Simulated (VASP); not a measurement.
Set up this calculation in VASP 6.6.1, as the native input.

```
Task                   : single point
Functional             : PBEsol
Potentials or basis    : VASP PAW PBE potentials, release 64 (H, C, S, N)
Cutoff                 : 520 eV
k mesh                 : 4 × 4 × 4
Occupations            : gaussian, width 0.02 eV
Spin                   : no spin polarisation
Dipole correction      : no
Further INCAR settings : LREAL = Auto; ALGO = Normal; EDIFF = 1e-06; NBANDS = 43
```

The structure of H7C2SN lies in POSCAR:

```
H7C2SN
1.0
    2.5791226322     -4.7148916296      0.0187324781
    2.5791226322      4.7148916296      0.0187324781
   -1.5873363632      0.0000000000      8.5428159170
H C S N
14 4 2 2
Direct
    0.9906371555      0.1650980370      0.5730996914
    0.1650980370      0.9906371555      0.0730996914
    0.1895363670      0.2482050879      0.4127603215
    0.2482050879      0.1895363670      0.9127603215
    0.8898313139      0.7040658761      0.2980505098
    0.7040658761      0.8898313139      0.7980505098
    0.6884566487      0.6178532018      0.4586022015
    0.6178532018      0.6884566487      0.9586022015
    0.5187794534      0.9334193511      0.3960982310
    0.9334193511      0.5187794534      0.8960982310
    0.4206450370      0.6757924755      0.2336781112
    0.6757924755      0.4206450370      0.7336781112
    0.7249518073      1.0361298968      0.2395531859
    1.0361298968      0.7249518073      0.7395531859
    0.0754911687      0.0756147547      0.4880083897
    0.0756147547      0.0754911687      0.9880083897
    0.8134705082      0.7950410562      0.3874868603
    0.7950410562      0.8134705082      0.8874868603
    0.3376559649      0.0071631433      0.5901394476
    0.0071631433      0.3376559649      0.0901394476
    0.6077112946      0.8644504004      0.3087230501
    0.8644504004      0.6077112946      0.8087230501
```

The input as run:

INCAR

```
SYSTEM = H7C2SN
PREC     = Accurate       ! precision mode
ENCUT    = 520            ! plane-wave cutoff, eV
EDIFF    = 1E-6           ! SCF threshold, eV
ISMEAR   = 0              ! smearing method
SIGMA    = 0.02           ! smearing width, eV
LREAL    = Auto         
LASPH    = .TRUE.         ! aspherical terms in the spheres
NELM     = 80             ! most SCF steps
ALGO     = Normal         ! electronic algorithm
ISIF     = 2              ! what is computed and relaxed
LWAVE    = .FALSE.        ! write WAVECAR
LCHARG   = .FALSE.        ! write CHGCAR
GGA      = PS             ! functional
NBANDS   = 43             ! bands
```

KPOINTS

```
regular mesh
0
G
  4 4 4
  0 0 0
```

Potentials or basis: VASP PAW PBE potentials, release 64 (H, C, S, N).

Command:

```bash
$ cat potpaw_PBE.64/H/POTCAR potpaw_PBE.64/C/POTCAR potpaw_PBE.64/S/POTCAR potpaw_PBE.64/N/POTCAR > POTCAR
$ mpirun -np 1 vasp_std > vasp.out
```

Results of the run:

```
Pressure               : 0.0 GPa
Largest force          : 0.089 eV/Å
Band gap on the k mesh : 3.62 eV
```

Caveat: this functional lacks dispersion, which holds the molecules together, so the pressure and a relaxed volume are unreliable; the PAW data sets were made with another functional, which shifts forces and pressure a little.

Wall time 4.6 min on 1 thread of Intel(R) Xeon(R) 6975P-C (Granite Rapids) (shared host), peak memory 0.4 GiB.
